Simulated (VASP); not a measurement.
# TaN (Fm-3m) in VASP: a series of runs, part 2 of 2

VASP 6.6.1. Earlier steps stand in the parts before.

### 3 Vibrations by perturbation theory, PBE

This run uses another cell than the first one, of 9.98 Å³/atom, 0.927 times its volume.

INCAR reads:

```
ALGO = Normal
EDIFF = 1E-8
ENCUT = 520
GGA = PE
IBRION = 8
ISIF = 2
ISMEAR = -1
LASPH = True
LCHARG = False
LREAL = False
LWAVE = False
NBANDS = 15
NELM = 80
NSW = 1
PREC = Accurate
SIGMA = 0.15
```

KPOINTS reads:

```
k-points
0
Gamma
  16 16 16
```

POSCAR reads:

```
TaN
1.0
    0.0000000000      2.1531792061      2.1531792061
    2.1531792061      0.0000000000      2.1531792061
    2.1531792061      2.1531792061      0.0000000000
Ta N
1 1
Direct
    0.5000000000      0.5000000000      0.5000000000
    0.0000000000      0.0000000000      0.0000000000
```

Potentials or basis: VASP PAW PBE potentials, release 64 (Ta_pv, N).

Launch:

```bash
cat potpaw_PBE.64/Ta_pv/POTCAR potpaw_PBE.64/N/POTCAR > POTCAR
mpirun -np 1 vasp_std > vasp.out
```

OUTCAR:

```text
EDIFF = 1E-8
   ENCUT = 520
   GGA = PE
   IBRION = 8
   ISIF = 2
   ISMEAR = -1
   LASPH = True
   LREAL = False
   NELM = 80
   NSW = 1
   PREC = Accurate

 ion  position               nearest neighbor table
   1  0.500  0.500  0.500-   2 2.15   2 2.15   2 2.15   2 2.15   2 2.15   2 2.15
   2  0.000  0.000  0.000-   1 2.15   1 2.15   1 2.15   1 2.15   1 2.15   1 2.15

  LATTYP: Found a face centered cubic cell.
 ALAT       =     4.3063584122

  Lattice vectors:

 A1 = (   0.0000000000,   2.1531792061,   2.1531792061)
 A2 = (   2.1531792061,   0.0000000000,   2.1531792061)
 A3 = (   2.1531792061,   2.1531792061,   0.0000000000)

Analysis of symmetry for initial positions (statically):
=====================================================================
 Subroutine PRICEL returns:
 Original cell was already a primitive cell.

 Routine SETGRP: Setting up the symmetry group for a
 face centered cubic supercell.

 Subroutine GETGRP returns: Found 48 space group operations
 (whereof 48 operations were pure point group operations)
 out of a pool of 48 trial point group operations.

The static configuration has the point symmetry O_h .

Analysis of symmetry for dynamics (positions and initial velocities):
=====================================================================
 Subroutine PRICEL returns:
 Original cell was already a primitive cell.

 Routine SETGRP: Setting up the symmetry group for a
 face centered cubic supercell.

 Subroutine GETGRP returns: Found 48 space group operations
 (whereof 48 operations were pure point group operations)
 out of a pool of 48 trial point group operations.

The dynamic configuration has the point symmetry O_h .

 Subroutine INISYM returns: Found 48 space group operations
 (whereof 48 operations are pure point group operations),
 and found     1 'primitive' translations

----------------------------------------------------------------------------------------

                                     Primitive cell

  volume of cell :      19.9651

  direct lattice vectors                    reciprocal lattice vectors
     0.000000000  2.153179206  2.153179206    -0.232214763  0.232214763  0.232214763
     2.153179206  0.000000000  2.153179206     0.232214763 -0.232214763  0.232214763
     2.153179206  2.153179206  0.000000000     0.232214763  0.232214763 -0.232214763

  length of vectors
     3.045055235  3.045055235  3.045055235     0.402207769  0.402207769  0.402207769

  position of ions in fractional coordinates (direct lattice)
     0.500000000  0.500000000  0.500000000
     0.000000000  0.000000000  0.000000000

  ion indices of the primitive-cell ions
   primitive index   ion index
                 1           1
                 2           2

----------------------------------------------------------------------------------------

[... 134 lines left out ...]
      8       7.9899      2.00000
      9       7.9899      2.00000
     10       7.9899      2.00000
     11      10.3572      0.72786
     12      10.3572      0.72786
     13      12.3582      0.00000
     14      19.7046      0.00000
[... 401 lines left out ...]
      2     -25.4005      2.00000
      3     -25.3750      2.00000
      4      -8.8325      2.00000
      5       5.0015      2.00000
      6       5.2998      2.00000
      7       5.6721      2.00000
      8       8.1779      2.00000
      9       8.4191      1.99999
     10       8.7599      1.99992
     11      10.8437      0.04368
     12      11.7480      0.00011
     13      13.1398      0.00000
     14      20.5365      0.00000
     15      22.7913      0.00000

 [... further k-points ...]
[... 5 lines left out ...]
  --------------------------------------------------------------------------------------
  -------------------------------------------------------------------------------------
  Total        3.8852829      3.8852829      3.8852829     -0.0000000     -0.0000000      0.0000000
  in kB      311.7903724    311.7903724    311.7903724     -0.0000000     -0.0000000      0.0000000
  external PRESSURE =     311.7903724 kB  Pullay stress =       0.0000000 kB

 VOLUME and BASIS-vectors are now :
 -----------------------------------------------------------------------------
  energy-cutoff  :      520.00
  volume of cell :       19.97
      direct lattice vectors                 reciprocal lattice vectors
     0.000000000  2.153179206  2.153179206    -0.232214763  0.232214763  0.232214763
     2.153179206  0.000000000  2.153179206     0.232214763 -0.232214763  0.232214763
     2.153179206  2.153179206  0.000000000     0.232214763  0.232214763 -0.232214763

 POSITION                                       TOTAL-FORCE (eV/Angst)
 -----------------------------------------------------------------------------------
      2.15318      2.15318      2.15318        -0.000000     -0.000000     -0.000000
      0.00000      0.00000      0.00000         0.000000      0.000000      0.000000
 -----------------------------------------------------------------------------------
    total drift:                                0.000000     -0.000000     -0.000000

  FREE ENERGIE OF THE ION-ELECTRON SYSTEM (eV)
  ---------------------------------------------------
  free  energy   TOTEN  =       -21.7069237949 eV

  energy  without entropy=      -21.6496553129  energy(sigma->0) =      -21.67828955

[... ionic steps 2 to 3 ...]

--------------------------------------- Ionic step        4  -------------------------------------------

------------------------ aborting loop because EDIFF is reached ----------------------------------------

[... ionic steps 5 to 6 ...]

--------------------------------------- Ionic step        7  -------------------------------------------

 Free energy of the ion-electron system (eV)
  ---------------------------------------------------
  ---------------------------------------------------
  free energy    TOTEN  =        -0.23668375 eV

  energy without entropy =       -0.23668375

------------------------ aborting loop because EDIFF is reached ----------------------------------------

 INTERNAL STRAIN TENSOR  FOR ION    2  DIRECTION 1   (eV/Angst):
 -----------------------------------------------------------------------------
     0.04238  0.00000 -0.00000
    -0.00000 -0.01965  0.00000
     0.00000  0.00000 -0.01965

 INTERNAL STRAIN TENSOR FOR ION    2 for displacements in x,y,z  (eV/Angst):
          X           Y           Z          XY          YZ          ZX
  --------------------------------------------------------------------------------
  x     0.00000     0.00000     0.00000     0.00000     0.00000     0.00000
  y     0.00000     0.00000     0.00000     0.00000     0.00000     0.00000
  z     0.00000     0.00000     0.00000     0.00000     0.00000     0.00000

 SECOND DERIVATIVES (NOT SYMMETRIZED)
 ------------------------------------
               1X          1Y          1Z          2X          2Y          2Z
  1X   -11.063199    0.000000    0.000000   11.063199    0.000000    0.000000
  1Y     0.000000  -11.063199    0.000000    0.000000   11.063199    0.000000
  1Z     0.000000    0.000000  -11.063199    0.000000    0.000000   11.063199
  2X    11.061812    0.000000    0.000000  -11.061812    0.000000    0.000000
  2Y     0.000000   11.061812    0.000000    0.000000  -11.061812    0.000000
  2Z     0.000000    0.000000   11.061812    0.000000    0.000000  -11.061812

 Eigenvectors and eigenvalues of the dynamical matrix
 ----------------------------------------------------

   1 f  =   14.423475 THz    90.625364 2PiTHz  481.115328 cm-1    59.650671 meV
             X         Y         Z           dx          dy          dz
      2.153179  2.153179  2.153179     0.268006   -0.000000    0.000000
      0.000000  0.000000  0.000000    -0.963417    0.000000    0.000000
[... 21 lines left out ...]
   6 f/i=    0.000234 THz     0.001468 2PiTHz    0.007792 cm-1     0.000966 meV
             X         Y         Z           dx          dy          dz
      2.153179  2.153179  2.153179     0.356215   -0.843204    0.300484
      0.000000  0.000000  0.000000     0.099093   -0.234565    0.083589

--------------------------------------------------------------------------------------------------------

 ELASTIC MODULI CONTR FROM IONIC RELAXATION (kBar)
 Direction    XX          YY          ZZ          XY          YZ          ZX
 --------------------------------------------------------------------------------
 XX           0.0000      0.0000      0.0000      0.0000      0.0000      0.0000
 YY           0.0000      0.0000      0.0000      0.0000      0.0000      0.0000
 ZZ           0.0000      0.0000      0.0000      0.0000      0.0000      0.0000
 XY           0.0000      0.0000      0.0000      0.0000      0.0000      0.0000
 YZ           0.0000      0.0000      0.0000      0.0000      0.0000      0.0000
 ZX           0.0000      0.0000      0.0000      0.0000      0.0000      0.0000
 --------------------------------------------------------------------------------
```

stdout:

```text
POSCAR found type information on POSCAR TaN
 POSCAR found :  2 types and       2 ions
 scaLAPACK will be used
 LDA part: xc-table for (Slater+PW92), standard interpolation
 POSCAR, INCAR and KPOINTS ok, starting setup
 FFT: planning ... GRIDC
 FFT: planning ... GRID_SOFT
 FFT: planning ... GRID
 WAVECAR not read
 entering main loop
 Linear response reoptimize wavefunctions to high precision
 Linear response DOF=           2
 Linear response progress:
 first order change of Fermi-energy   0.29257E-03
 force on displaced ion       1 direction 1 : -11.063   0.000   0.000
 Linear response progress:
 first order change of Fermi-energy  -0.63802E-04
 force on displaced ion       2 direction 1 : -11.062   0.000   0.000
 Linear response finished
```

Wall time 5.3 min (1 thread of AMD EPYC 7R13 (Zen 3), shared host); peak memory 0.34 GiB.

What came out:

| Quantity | Value |
| --- | --- |
| Highest phonon frequency at Γ, LO-TO splitting left out | 481 cm⁻¹ |

Phonon frequencies in cm⁻¹ (negative: imaginary):
```tsv
q point	frequencies
(0.000, 0.000, 0.000)	0 0 0 481 481 481
```

Caveat: the cell wasn't relaxed at this level first, which shifts response properties; spin-orbit coupling is left out, which moves the levels of the heavy elements.

### 4 Vibrations by perturbation theory, PBE

This run uses another cell than the first one, of 10.10 Å³/atom, 0.937 times its volume.

INCAR reads:

```
SYSTEM = TaN
PREC = Accurate
ENCUT = 520
EDIFF = 1E-8
ISMEAR = -1
SIGMA = 0.15
LREAL = .FALSE.
LASPH = .TRUE.
NELM = 100
ALGO = Normal
ISIF = 2
LWAVE = .FALSE.
LCHARG = .FALSE.
GGA = PE
NBANDS = 15
IBRION = 8
NSW = 1
```

KPOINTS reads:

```
Automatic mesh
0
G
  16 16 16
  0 0 0
```

POSCAR reads:

```
TaN
1.0
    0.0000000000      2.1612574337      2.1612574337
    2.1612574337      0.0000000000      2.1612574337
    2.1612574337      2.1612574337      0.0000000000
Ta N
1 1
Direct
    0.5000000000      0.5000000000      0.5000000000
    0.0000000000      0.0000000000      0.0000000000
```

Potentials or basis: VASP PAW PBE potentials, release 64 (Ta_pv, N).

Launch:

```bash
cat potpaw_PBE.64/Ta_pv/POTCAR potpaw_PBE.64/N/POTCAR > POTCAR
mpirun -np 1 vasp_std > vasp.out
```

OUTCAR:

```text
SYSTEM = TaN
   PREC = Accurate
   ENCUT = 520
   EDIFF = 1E-8
   ISMEAR = -1
   LREAL = .FALSE.
   LASPH = .TRUE.
   NELM = 100
   ISIF = 2
   GGA = PE
   IBRION = 8
   NSW = 1

 ion  position               nearest neighbor table
   1  0.500  0.500  0.500-   2 2.16   2 2.16   2 2.16   2 2.16   2 2.16   2 2.16
   2  0.000  0.000  0.000-   1 2.16   1 2.16   1 2.16   1 2.16   1 2.16   1 2.16

  LATTYP: Found a face centered cubic cell.
 ALAT       =     4.3225148674

  Lattice vectors:
[... 687 lines left out ...]
               1X          1Y          1Z          2X          2Y          2Z
  1X   -10.417806    0.000000    0.000000   10.417806    0.000000    0.000000
  1Y     0.000000  -10.417806    0.000000    0.000000   10.417806    0.000000
  1Z     0.000000    0.000000  -10.417806    0.000000    0.000000   10.417806
  2X    10.415474    0.000000    0.000000  -10.415474    0.000000    0.000000
  2Y     0.000000   10.415474    0.000000    0.000000  -10.415474    0.000000
  2Z     0.000000    0.000000   10.415474    0.000000    0.000000  -10.415474

 Eigenvectors and eigenvalues of the dynamical matrix
 ----------------------------------------------------

   1 f  =   13.995803 THz    87.938224 2PiTHz  466.849736 cm-1    57.881964 meV
             X         Y         Z           dx          dy          dz
      2.161257  2.161257  2.161257    -0.268018   -0.000000   -0.000000
      0.000000  0.000000  0.000000     0.963414   -0.000000   -0.000000
[... 21 lines left out ...]
   6 f/i=    0.000405 THz     0.002542 2PiTHz    0.013494 cm-1     0.001673 meV
             X         Y         Z           dx          dy          dz
      2.161257  2.161257  2.161257    -0.139134   -0.774817    0.555397
      0.000000  0.000000  0.000000    -0.038707   -0.215551    0.154509

--------------------------------------------------------------------------------------------------------

 ELASTIC MODULI CONTR FROM IONIC RELAXATION (kBar)
 Direction    XX          YY          ZZ          XY          YZ          ZX
 --------------------------------------------------------------------------------
 XX           0.0000      0.0000      0.0000      0.0000      0.0000      0.0000
 YY           0.0000      0.0000      0.0000      0.0000      0.0000      0.0000
 ZZ           0.0000      0.0000      0.0000      0.0000      0.0000      0.0000
 XY           0.0000      0.0000      0.0000      0.0000      0.0000      0.0000
 YZ           0.0000      0.0000      0.0000      0.0000      0.0000      0.0000
 ZX           0.0000      0.0000      0.0000      0.0000      0.0000      0.0000
 --------------------------------------------------------------------------------
```

Run time: 1.8 min. Hardware: 1 thread of Intel Xeon 6975P-C (Granite Rapids), shared host; peak memory 0.37 GiB.

Results:

```
Highest phonon frequency at Γ, LO-TO splitting left out : 467 cm⁻¹
```

Phonon frequencies in cm⁻¹ (negative: imaginary):
```tsv
q point	frequencies
(0.000, 0.000, 0.000)	0 0 0 467 467 467
```

Caveat: the cell wasn't relaxed at this level first, which shifts response properties; spin-orbit coupling is left out, which moves the levels of the heavy elements.

### 5 Vibrations by perturbation theory, PBE

This run uses another cell than the first one, of 9.77 Å³/atom, 0.907 times its volume.

INCAR reads:

```
PREC = Accurate
ENCUT = 520
EDIFF = 1E-8
ISMEAR = -1
SIGMA = 0.15
LREAL = False
LASPH = True
NELM = 60
ALGO = Normal
ISIF = 2
LWAVE = False
LCHARG = False
GGA = PE
NBANDS = 15
IBRION = 8
NSW = 1
```

KPOINTS reads:

```
regular mesh
0
Gamma
  16 16 16
```

POSCAR reads:

```
TaN
1.0
    0.0000000000      2.1381461726      2.1381461726
    2.1381461726      0.0000000000      2.1381461726
    2.1381461726      2.1381461726      0.0000000000
Ta N
1 1
Direct
    0.5000000000      0.5000000000      0.5000000000
    0.0000000000      0.0000000000      0.0000000000
```

Potentials or basis: VASP PAW PBE potentials, release 64 (Ta_pv, N).

Launch:

```bash
cat potpaw_PBE.64/Ta_pv/POTCAR potpaw_PBE.64/N/POTCAR > POTCAR
mpirun -np 1 vasp_std > vasp.out
```

OUTCAR:

```text
PREC = Accurate
   ENCUT = 520
   EDIFF = 1E-8
   ISMEAR = -1
   LREAL = False
   LASPH = True
   NELM = 60
   ISIF = 2
   GGA = PE
   IBRION = 8
   NSW = 1

 ion  position               nearest neighbor table
   1  0.500  0.500  0.500-   2 2.14   2 2.14   2 2.14   2 2.14   2 2.14   2 2.14
   2  0.000  0.000  0.000-   1 2.14   1 2.14   1 2.14   1 2.14   1 2.14   1 2.14

  LATTYP: Found a face centered cubic cell.
 ALAT       =     4.2762923452

  Lattice vectors:

[... 686 lines left out ...]
               1X          1Y          1Z          2X          2Y          2Z
  1X   -12.327645    0.000000    0.000000   12.327645    0.000000    0.000000
  1Y     0.000000  -12.327645    0.000000    0.000000   12.327645    0.000000
  1Z     0.000000    0.000000  -12.327645    0.000000    0.000000   12.327645
  2X    12.321480    0.000000    0.000000  -12.321480    0.000000    0.000000
  2Y     0.000000   12.321480    0.000000    0.000000  -12.321480    0.000000
  2Z     0.000000    0.000000   12.321480    0.000000    0.000000  -12.321480

 Eigenvectors and eigenvalues of the dynamical matrix
 ----------------------------------------------------

   1 f  =   15.222783 THz    95.647566 2PiTHz  507.777379 cm-1    62.956343 meV
             X         Y         Z           dx          dy          dz
      2.138146  2.138146  2.138146     0.000000   -0.268052    0.000000
      0.000000  0.000000  0.000000     0.000000    0.963404   -0.000000
[... 21 lines left out ...]
   6 f/i=    0.000983 THz     0.006178 2PiTHz    0.032799 cm-1     0.004067 meV
             X         Y         Z           dx          dy          dz
      2.138146  2.138146  2.138146    -0.036015   -0.466781    0.842002
      0.000000  0.000000  0.000000    -0.010021   -0.129875    0.234274

--------------------------------------------------------------------------------------------------------

 ELASTIC MODULI CONTR FROM IONIC RELAXATION (kBar)
 Direction    XX          YY          ZZ          XY          YZ          ZX
 --------------------------------------------------------------------------------
 XX           0.0000      0.0000      0.0000      0.0000      0.0000      0.0000
 YY           0.0000      0.0000      0.0000      0.0000      0.0000      0.0000
 ZZ           0.0000      0.0000      0.0000      0.0000      0.0000      0.0000
 XY           0.0000      0.0000      0.0000      0.0000      0.0000      0.0000
 YZ           0.0000      0.0000      0.0000      0.0000      0.0000      0.0000
 ZX           0.0000      0.0000      0.0000      0.0000      0.0000      0.0000
 --------------------------------------------------------------------------------
```

OSZICAR:

```text
N       E                     dE             d eps       ncg     rms          rms(c)
DAV:   1     0.901000640080E+02    0.90100E+02   -0.88498E+03  4358   0.115E+03
DAV:   2    -0.219742537509E+02   -0.11207E+03   -0.10585E+03  5330   0.308E+02
[... 46 lines left out ...]
RMM:   8    -0.237185835339E+00   -0.16905E-05   -0.85533E-09 18938   0.585E-04    0.758E-05
RMM:   9    -0.237184993566E+00    0.84177E-06   -0.40289E-09 18768   0.177E-04    0.111E-05
RMM:  10    -0.237184759230E+00    0.23434E-06   -0.40223E-09 20053   0.458E-05    0.502E-06
RMM:  11    -0.237184822415E+00   -0.63185E-07    0.80702E-09 18673   0.107E-05    0.982E-07
RMM:  12    -0.237184841583E+00   -0.19167E-07   -0.17967E-10 16208   0.305E-06    0.330E-07
RMM:  13    -0.237184837164E+00    0.44192E-08    0.26904E-11  7132   0.992E-07    0.892E-08
 Linear response finished
```

It took 3.8 min on 1 thread of Intel Xeon Platinum 8259CL at 2.50GHz (Skylake/Cascade Lake), shared host; peak memory 0.35 GiB.

What came out:

- Highest phonon frequency at Γ, LO-TO splitting left out: 508 cm⁻¹

Phonon frequencies in cm⁻¹ (negative: imaginary):
```
              q point        frequencies
(0.000, 0.000, 0.000)  0 0 0 508 508 508
```

Caveat: the cell wasn't relaxed at this level first, which shifts response properties; spin-orbit coupling is left out, which moves the levels of the heavy elements.
